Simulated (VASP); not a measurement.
# Mn (P6_3/mmc) in VASP: notebook

Runs on Mn. Level: revPBE. Tasks: single point.

Everything below comes from runs of VASP 6.6.1. Logs are shortened: lines on timing, memory, paths and dates and some standing lists are left out, and cuts for length are marked.

## (1) The cell of the first run

Symmetry: P6_3/mmc, No. 194, hexagonal system. Conventional cell: a = 2.532 Å, b = 2.532 Å, c = 4.111 Å, α = 90.00°, β = 90.00°, γ = 120.00°. Within 3.3 Å of Mn (site symmetry -6m2) lie 12 Mn at 2.52 to 2.53 Å.

This isn't the form of Mn at room conditions, which is a 58-atom cubic cell.

## (2) Single point, revPBE, collinear spin, antiferromagnetic start (11.41 Å³/atom)

INCAR reads:

```
SYSTEM = Mn
PREC = Accurate ; ENCUT = 520
EDIFF = 1E-6 ; ISMEAR = -1
SIGMA = 0.05 ; LREAL = .False.
LASPH = .True. ; NELM = 150
ALGO = Normal ; ISIF = 2
LWAVE = .False. ; LCHARG = .False.
ISPIN = 2 ; MAGMOM = 0.7 -0.7
LORBIT = 11 ; LMAXMIX = 4
GGA = RE ; NBANDS = 24
```

KPOINTS reads:

```
regular mesh
0
Gamma
  16 16 9
  0 0 0
```

POSCAR reads:

```
Mn
1.0
    2.5319793531      0.0000000000      0.0000000000
   -1.2659896765      2.1927584416      0.0000000000
    0.0000000000      0.0000000000      4.1108394659
Mn
2
Direct
    0.3333333333      0.6666666667      0.2500000000
    0.6666666667      0.3333333333      0.7500000000
```

Potentials or basis: VASP PAW PBE potentials, release 64 (Mn_pv).

Started as:

```bash
cat potpaw_PBE.64/Mn_pv/POTCAR > POTCAR
mpirun -np 1 vasp_std > vasp.out
```

OUTCAR:

```text
SYSTEM = Mn
   PREC = Accurate
   ENCUT = 520
   EDIFF = 1E-6
   ISMEAR = -1
   LREAL = .False.
   LASPH = .True.
   NELM = 150
   ISIF = 2
   ISPIN = 2
   LORBIT = 11
   GGA = RE

 ion  position               nearest neighbor table
   1  0.333  0.667  0.250-   2 2.52   2 2.52   2 2.52   2 2.52   2 2.52   2 2.52
   2  0.667  0.333  0.750-   1 2.52   1 2.52   1 2.52   1 2.52   1 2.52   1 2.52

  LATTYP: Found a hexagonal cell.
 ALAT       =     2.5319793531
 C/A-ratio  =     1.6235675306

  Lattice vectors:

 A1 = (   2.5319793531,   0.0000000000,   0.0000000000)
 A2 = (  -1.2659896765,   2.1927584416,   0.0000000000)
 A3 = (   0.0000000000,   0.0000000000,   4.1108394659)

Analysis of symmetry for initial positions (statically):
=====================================================================
 Subroutine PRICEL returns:
 Original cell was already a primitive cell.

 Routine SETGRP: Setting up the symmetry group for a
 hexagonal supercell.

 Subroutine GETGRP returns: Found 24 space group operations
 (whereof 12 operations were pure point group operations)
 out of a pool of 24 trial point group operations.

The static configuration has the point symmetry D_3d.
 The point group associated with its full space group is D_6h.

Analysis of symmetry for dynamics (positions and initial velocities):
=====================================================================
 Subroutine PRICEL returns:
 Original cell was already a primitive cell.

 Routine SETGRP: Setting up the symmetry group for a
 hexagonal supercell.

 Subroutine GETGRP returns: Found 24 space group operations
 (whereof 12 operations were pure point group operations)
 out of a pool of 24 trial point group operations.

The dynamic configuration has the point symmetry D_3d.
 The point group associated with its full space group is D_6h.

Analysis of structural, dynamic, and magnetic symmetry:
=====================================================================
 Subroutine PRICEL returns:
 Original cell was already a primitive cell.

 Routine SETGRP: Setting up the symmetry group for a
 hexagonal supercell.

 Subroutine GETGRP returns: Found 24 space group operations
 (whereof 12 operations were pure point group operations)
 out of a pool of 24 trial point group operations.

The overall configuration has the point symmetry D_3d.
 The point group associated with its full space group is D_6h.

 Subroutine INISYM returns: Found 24 space group operations
 (whereof 12 operations are pure point group operations),
 and found     1 'primitive' translations

----------------------------------------------------------------------------------------

                                     Primitive cell

  volume of cell :      22.8235

  direct lattice vectors                    reciprocal lattice vectors
     2.531979353  0.000000000  0.000000000     0.394947928  0.228023293  0.000000000
    -1.265989677  2.192758442  0.000000000     0.000000000  0.456046585  0.000000000
     0.000000000  0.000000000  4.110839466     0.000000000  0.000000000  0.243259317

  length of vectors
     2.531979353  2.531979353  4.110839466     0.456046585  0.456046585  0.243259317

  position of ions in fractional coordinates (direct lattice)
     0.333333333  0.666666667  0.250000000
     0.666666667  0.333333333  0.750000000

  ion indices of the primitive-cell ions
   primitive index   ion index
                 1           1
                 2           2

----------------------------------------------------------------------------------------

 KPOINTS: regular mesh

Automatic generation of k-mesh.
 Grid dimensions read from file:
 generate k-points for:   16   16    9

 Generating k-lattice:

  Cartesian coordinates                     Fractional coordinates (reciprocal lattice)
     0.024684246  0.014251456  0.000000000     0.062500000  0.000000000  0.000000000
     0.000000000  0.028502912  0.000000000     0.000000000  0.062500000  0.000000000
     0.000000000  0.000000000  0.027028813     0.000000000  0.000000000  0.111111111

  Length of vectors
     0.028502912  0.028502912  0.027028813

  Shift w.r.t. Gamma in fractional coordinates (k-lattice)
     0.000000000  0.000000000  0.000000000

 Subroutine IBZKPT returns following result:
 ===========================================

 Found    150 irreducible k-points:

 Following reciprocal coordinates:
            Coordinates               Weight
  0.000000  0.000000  0.000000      1.000000
  0.062500  0.000000  0.000000      6.000000
  0.125000  0.000000  0.000000      6.000000
  0.187500  0.000000  0.000000      6.000000
  0.250000  0.000000  0.000000      6.000000
  0.312500 -0.000000  0.000000      6.000000
[... 16 lines left out ...]
  0.187500  0.187500  0.000000      6.000000
  0.250000  0.187500  0.000000     12.000000
 [... further k-points ...]
   k-points           NKPTS =    150   k-points in BZ     NKDIM =    150   number of bands    NBANDS=     24
   number of dos      NEDOS =    301   number of ions     NIONS =      2
   total plane-waves  NPLWV =  12800
   dimension x,y,z NGX =    20 NGY =   20 NGZ =   32
   dimension x,y,z NGXF=    40 NGYF=   40 NGZF=   64
   ions per type =               2
   NGX,Y,Z   is equivalent  to a cutoff of  13.13, 13.13, 12.94 a.u.
   NGXF,Y,Z  is equivalent  to a cutoff of  26.26, 26.26, 25.88 a.u.
 SYSTEM =  Mn
   PREC   = accura    normal or accurate (medium, high low for compatibility)
   ISTART =      0    job   : 0-new  1-cont  2-samecut
   ICHARG =      2    charge: 1-file 2-atom 10-const
   ISPIN  =      2    spin polarized calculation?
   LNONCOLLINEAR =      F non collinear calculations
   LSORBIT =      F    spin-orbit coupling
   LASPH  =      T    aspherical Exc in radial PAW
   ENCUT  =  520.0 eV  38.22 Ry    6.18 a.u.   4.71  4.71  7.64*2*pi/ulx,y,z
   NELM   =    150;   NELMIN=  2; NELMDL= -5     # of ELM steps
   EDIFF  = 0.1E-05   stopping-criterion for ELM
   LREAL  =      F    real-space projection
   EDIFFG = 0.1E-04   stopping-criterion for IOM
   NSW    =      0    number of steps for IOM
   IBRION =     -1    ionic relax: 0-MD 1-quasi-New 2-CG
   NFREE  =      0    steps in history (QN), initial steepest desc. (CG)
   ISIF   =      2    stress and relaxation
   ISYM   =      2    0-nonsym 1-usesym 2-fastsym
   POTIM  = 0.5000    time-step for ionic-motion
   TEBEG  =    0.0;   TEEND  =   0.0 temperature during run
   PSTRESS=    0.0 pullay stress
   NELECT =      26.0000    total number of electrons
   NUPDOWN=      -1.0000    fix difference up-down
   EMIN   =  10.00;   EMAX   =-10.00  energy-range for DOS
   EFERMI =   0.00;   METHOD = LEGACY
   ISMEAR =    -1;   SIGMA  =   0.05  broadening in eV -4-tet -1-fermi 0-gaus
   EFERMI_NEDOS =   21; number of points for ismear=-14 and -15
   IALGO  =     38    algorithm
   IMIX   =      4    mixing-type and parameters
     AMIX     =   0.40;   BMIX     =  1.00
     AMIX_MAG =   1.60;   BMIX_MAG =  1.00
  volume/ion in A,a.u.               =      11.41        77.01
  Fermi-wavevector in a.u.,A,eV,Ry     =   1.709774  3.231005 39.774295  2.923328
  Thomas-Fermi vector in A             =   2.788196
   LORBIT       =     11    0 simple, 1 ext, 2 COOP (PROOUT), +10 PAW based schemes
   GGA     = RE    functional components
   LHFCALC =     F    Hartree Fock is set to
   AEXX    =    0.0000 exact exchange contribution
   IVDW    =     0    specifies the selected vdW correction
   LEPSILON=     F    determine dielectric tensor
   LRPA    =     F    only Hartree local field effects (RPA)
 spin polarized calculation
  energy-cutoff  :      520.00
  volume of cell :       22.82
 maximum number of plane-waves:       634
 NGX is ok and might be reduce to    20
   NGX =  9   NGY =  9   NGZ = 15

 number of electron      25.9999991 magnetization       0.0000000

 number of electron      25.9999991 magnetization      -0.0000000

 Free energy of the ion-electron system (eV)
  ---------------------------------------------------
  ext. energy  EPLUGINS =         0.00000000
  ---------------------------------------------------
  free energy    TOTEN  =       -17.02897896 eV

  energy without entropy =      -17.01009287  energy(sigma->0) =      -17.01953592

 E-fermi :   9.6822     XC(G=0): -13.5542

 val. band max:        9.6704166033   @ k =   0.3750   0.1250   0.2222
 cond. band min:       9.6905830899   @ k =   0.2500   0.0000   0.2222
 fundamental gap:      0.0201664866
 Fermi energy:         9.6821675345

 spin component 1

 k-point     1 :       0.0000    0.0000    0.0000
  band No.  band energies     occupation
      1     -38.8592      1.00000
      2     -38.4366      1.00000
      3     -38.4366      1.00000
      4     -37.4387      1.00000
      5     -37.3963      1.00000
      6     -37.3963      1.00000
[... 16 lines left out ...]
     23      34.9675      0.00000
     24      34.9675      0.00000
[... 598 lines left out ...]
      2     -38.7443      1.00000
      3     -38.5890      1.00000
      4     -37.7600      1.00000
      5     -37.5481      1.00000
      6     -37.4369      1.00000
[... 16 lines left out ...]
     23      28.8374      0.00000
     24      29.3612      0.00000

 [... further k-points ...]

 spin component 2

 k-point     1 :       0.0000    0.0000    0.0000
  band No.  band energies     occupation
      1     -38.8592      1.00000
      2     -38.4366      1.00000
      3     -38.4366      1.00000
      4     -37.4387      1.00000
      5     -37.3963      1.00000
      6     -37.3963      1.00000
[... 16 lines left out ...]
     23      34.9675      0.00000
     24      34.9675      0.00000
[... 598 lines left out ...]
      2     -38.7443      1.00000
      3     -38.5890      1.00000
      4     -37.7600      1.00000
      5     -37.5481      1.00000
      6     -37.4369      1.00000
[... 16 lines left out ...]
     23      28.8374      0.00000
     24      29.3612      0.00000

 [... further k-points ...]

------------------------ aborting loop because EDIFF is reached ----------------------------------------

  FORCE on cell =-STRESS in cart. coord.  units (eV):
  Direction    XX          YY          ZZ          XY          YZ          ZX
  --------------------------------------------------------------------------------------
  -------------------------------------------------------------------------------------
  Total       -0.9807560     -0.9807560     -0.8255611     -0.0000000     -0.0000000      0.0000000
  in kB      -68.8478051    -68.8478051    -57.9533207     -0.0000000     -0.0000000      0.0000000
  external PRESSURE =     -65.2163103 kB  Pullay stress =       0.0000000 kB

 VOLUME and BASIS-vectors are now :
 -----------------------------------------------------------------------------
  energy-cutoff  :      520.00
  volume of cell :       22.82
      direct lattice vectors                 reciprocal lattice vectors
     2.531979353  0.000000000  0.000000000     0.394947928  0.228023293  0.000000000
    -1.265989677  2.192758442  0.000000000     0.000000000  0.456046585  0.000000000
     0.000000000  0.000000000  4.110839466     0.000000000  0.000000000  0.243259317

 POSITION                                       TOTAL-FORCE (eV/Angst)
 -----------------------------------------------------------------------------------
     -0.00000      1.46184      1.02771        -0.000000      0.000000      0.000000
      1.26599      0.73092      3.08313         0.000000     -0.000000      0.000000
 -----------------------------------------------------------------------------------
    total drift:                               -0.000000      0.000000     -0.000000

  FREE ENERGIE OF THE ION-ELECTRON SYSTEM (eV)
  ---------------------------------------------------
  free  energy   TOTEN  =       -17.0289789603 eV

  energy  without entropy=      -17.0100928718  energy(sigma->0) =      -17.01953592

 total charge

# of ion       s       p       d       tot
------------------------------------------
    1        0.404   6.359   5.105  11.868
    2        0.404   6.359   5.105  11.868
--------------------------------------------------
tot          0.807  12.718  10.211  23.737

 magnetization (x)

# of ion       s       p       d       tot
------------------------------------------
    1        0.008   0.017   1.024   1.049
    2       -0.008  -0.017  -1.024  -1.049
--------------------------------------------------
tot          0.000   0.000   0.000   0.000
```

Run time: 5 min. Hardware: 1 thread of Intel Xeon 8259CL, shared host; peak memory 0.23 GiB.

Results:

```
Free energy                                           : -17.0290 eV
Pressure                                              : -6.5 GPa
Band gap on the k mesh                                : zero (filled and empty bands overlap)
Net moment                                            : 0.00 μB per cell
Site moments                                          : Mn +1.05, -1.05 μB
Valence electrons inside the program's atomic spheres : Mn 11.87
```

Caveat: the cell stands under tension; the PAW data sets were made with another functional, which shifts forces and pressure a little.

## (3) Single point, revPBE, collinear spin, antiferromagnetic start (11.85 Å³/atom)

This run uses another cell than the first one, of 11.85 Å³/atom.

INCAR reads:

```
PREC = Accurate
ENCUT = 520
EDIFF = 1E-7
ISMEAR = -1
SIGMA = 0.05
LREAL = False
LASPH = True
NELM = 150
ALGO = Normal
ISIF = 2
LWAVE = False
LCHARG = False
ISPIN = 2
MAGMOM = 0.7 -0.7
LORBIT = 11
LMAXMIX = 4
GGA = RE
NBANDS = 24
```

KPOINTS reads:

```
Automatic mesh
0
Gamma
  16 16 9
```

POSCAR reads:

```
Mn
1.0
    2.5640331274      0.0000000000      0.0000000000
   -1.2820165637      2.2205178245      0.0000000000
    0.0000000000      0.0000000000      4.1628809332
Mn
2
Direct
    0.3333333333      0.6666666667      0.2500000000
    0.6666666667      0.3333333333      0.7500000000
```

Potentials or basis: VASP PAW PBE potentials, release 64 (Mn_pv).

Started as:

```bash
cat potpaw_PBE.64/Mn_pv/POTCAR > POTCAR
mpirun -np 1 vasp_std > vasp.out
```

OUTCAR:

```text
PREC = Accurate
   ENCUT = 520
   EDIFF = 1E-7
   ISMEAR = -1
   LREAL = False
   LASPH = True
   NELM = 150
   ISIF = 2
   ISPIN = 2
   LORBIT = 11
   GGA = RE

 ion  position               nearest neighbor table
   1  0.333  0.667  0.250-   2 2.55   2 2.55   2 2.55   2 2.55   2 2.55   2 2.55
   2  0.667  0.333  0.750-   1 2.55   1 2.55   1 2.55   1 2.55   1 2.55   1 2.55

  LATTYP: Found a hexagonal cell.
 ALAT       =     2.5640331274
 C/A-ratio  =     1.6235675307

  Lattice vectors:

[... 1516 lines left out ...]
  external PRESSURE =    -115.9921908 kB  Pullay stress =       0.0000000 kB

 VOLUME and BASIS-vectors are now :
 -----------------------------------------------------------------------------
  energy-cutoff  :      520.00
  volume of cell :       23.70
      direct lattice vectors                 reciprocal lattice vectors
     2.564033127  0.000000000  0.000000000     0.390010562  0.225172703  0.000000000
    -1.282016564  2.220517824  0.000000000     0.000000000  0.450345405  0.000000000
     0.000000000  0.000000000  4.162880933     0.000000000  0.000000000  0.240218257

 POSITION                                       TOTAL-FORCE (eV/Angst)
 -----------------------------------------------------------------------------------
     -0.00000      1.48035      1.04072         0.000000      0.000000      0.000000
      1.28202      0.74017      3.12216        -0.000000      0.000000      0.000000
 -----------------------------------------------------------------------------------
    total drift:                               -0.000000      0.000000     -0.000000

  FREE ENERGIE OF THE ION-ELECTRON SYSTEM (eV)
  ---------------------------------------------------
  free  energy   TOTEN  =       -16.9791232714 eV

  energy  without entropy=      -16.9580321312  energy(sigma->0) =      -16.96857770

 total charge

# of ion       s       p       d       tot
------------------------------------------
    1        0.390   6.337   5.078  11.805
    2        0.390   6.337   5.078  11.805
--------------------------------------------------
tot          0.781  12.673  10.156  23.610

 magnetization (x)

# of ion       s       p       d       tot
------------------------------------------
    1        0.009   0.021   1.261   1.292
    2       -0.009  -0.021  -1.261  -1.292
--------------------------------------------------
tot          0.000   0.000  -0.000  -0.000
```

stdout:

```text
POSCAR found type information on POSCAR Mn
 POSCAR found :  1 types and       2 ions
 scaLAPACK will be used
 -----------------------------------------------------------------------------
|                                                                             |
|                                                                             |
|     You enforced a specific xc type in the INCAR file but a different       |
|     I HOPE YOU KNOW WHAT YOU ARE DOING!                                     |
|                                                                             |
 -----------------------------------------------------------------------------

 LDA part: xc-table for (Slater+PW92), standard interpolation
 POSCAR, INCAR and KPOINTS ok, starting setup
 FFT: planning ... GRIDC
 FFT: planning ... GRID_SOFT
 FFT: planning ... GRID
 WAVECAR not read
 entering main loop
```

It took 5.1 min on 1 thread of Intel Xeon 8259CL, shared host; peak memory 0.24 GiB.

Results:

- Free energy: -16.9791 eV
- Pressure: -11.6 GPa
- Band gap on the k mesh: zero (filled and empty bands overlap)
- Net moment: 0.00 μB per cell
- Site moments: Mn +1.29, -1.29 μB
- Valence electrons inside the program's atomic spheres: Mn 11.80

Stress tensor (GPa, compression positive):
```
-12.33   0.00   0.00
  0.00 -12.33   0.00
  0.00   0.00 -10.15
```

Caveat: the cell stands under tension; the PAW data sets were made with another functional, which shifts forces and pressure a little.
